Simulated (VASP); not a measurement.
**MgNi3Te4: single point with PBEsol**

MgNi3Te4:

```xyz
8
Lattice="4.1015 0.0000 0.0000 -2.0508 3.5520 0.0000 0.0000 0.0000 11.2348" Properties=species:S:1:pos:R:3 pbc="T T T"
Mg    0.0000    0.0000    0.0000
Ni    0.0000    0.0000    5.6174
Ni    0.0000    0.0000    2.9417
Ni    0.0000    0.0000    8.2930
Te    0.0000    2.3680    1.7562
Te    0.0000    2.3680    6.8680
Te    2.0508    1.1840    4.3667
Te    2.0508    1.1840    9.4786
```

```yaml
Program: VASP 6.6.1
Task: single point
Functional: PBEsol
Potentials_or_basis: VASP PAW PBE potentials, release 64 (Mg, Ni, Te)
Cutoff: 600 eV
k_mesh: 12 × 12 × 4
Occupations: gaussian, width 0.1 eV
Spin: no spin polarisation
```

```json
{
 "Pressure": "-4.1 GPa",
 "Largest force": "0.223 eV/Å",
 "Band gap on the k mesh": "zero (bands 28 and 29 overlap by 1.25 eV)"
}
```

Forces in eV/Å, atoms in the order of the input:
```
Mg   0.000  0.000  0.000
Ni   0.000  0.000  0.000
Ni   0.000  0.000  0.025
Ni   0.000  0.000 -0.025
Te   0.000  0.000  0.223
Te   0.000  0.000 -0.021
Te   0.000  0.000  0.021
Te   0.000  0.000 -0.223
```

Stress tensor (GPa, compression positive):
```
-4.11  0.00  0.00
 0.00 -4.11  0.00
 0.00  0.00 -4.01
```

Levels at points of the mesh, in eV from the Fermi level:
| k point | band 26 | band 27 | band 28 | band 29 | band 30 | band 31 |
| --- | --- | --- | --- | --- | --- | --- |
| (0.00, 0.00, 0.00) | -0.13 | 0.69 | 0.69 | 0.82 | 0.94 | 0.94 |
| (0.50, 0.00, 0.00) | -0.86 | -0.56 | -0.27 | 0.25 | 0.25 | 1.55 |
| (0.00, 0.00, 0.50) | 0.00 | 0.00 | 0.54 | 0.54 | 1.00 | 1.00 |
| (0.50, 0.00, 0.50) | -0.93 | -0.68 | 0.03 | 0.26 | 0.75 | 1.12 |

Run time: 8 min on 1 thread of Intel(R) Xeon(R) 6975P-C (Granite Rapids), with other jobs on the host, peak memory 0.67 GiB.

Caveat: the cell stands under tension; the PAW data sets were made with another functional, which shifts forces and pressure a little; spin-orbit coupling is left out, which moves the levels of the heavy elements. Spin polarisation is off, so any magnetic state and its effect on volume and gap are missing.
